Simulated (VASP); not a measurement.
Here is a VASP 6.6.1 calculation.

The input INCAR:

```
PREC = Accurate
ENCUT = 520
EDIFF = 1E-8
ISMEAR = -1
SIGMA = 0.1
LREAL = F
LASPH = T
NELM = 100
ALGO = Normal
ISIF = 2
LWAVE = F
LCHARG = T
GGA = PS
NBANDS = 14
IBRION = 8
NSW = 1
```

Contents of KPOINTS:

```
Automatic mesh
0
Gamma
  14 14 14
```

File POSCAR:

```
AlNi
1.0
    2.8625067189      0.0000000000      0.0000000000
    0.0000000000      2.8625067189      0.0000000000
    0.0000000000      0.0000000000      2.8625067189
Al Ni
1 1
Direct
    0.0000000000      0.0000000000      0.0000000000
    0.5000000000      0.5000000000      0.5000000000
```

Potentials or basis: VASP PAW PBE potentials, release 64 (Al, Ni).

Command:

```bash
$ cat potpaw_PBE.64/Al/POTCAR potpaw_PBE.64/Ni/POTCAR > POTCAR
$ mpirun -np 1 vasp_std > vasp.out
```

Q: Estimate the highest phonon frequency at Γ, LO-TO splitting left out.

A: 304 cm⁻¹.

Phonon frequencies in cm⁻¹ (negative: imaginary):
```tsv
q point	frequencies
(0.000, 0.000, 0.000)	0 0 0 304 304 304
```

 Spin polarisation is off, so any magnetic state and its effect on volume and gap are missing.
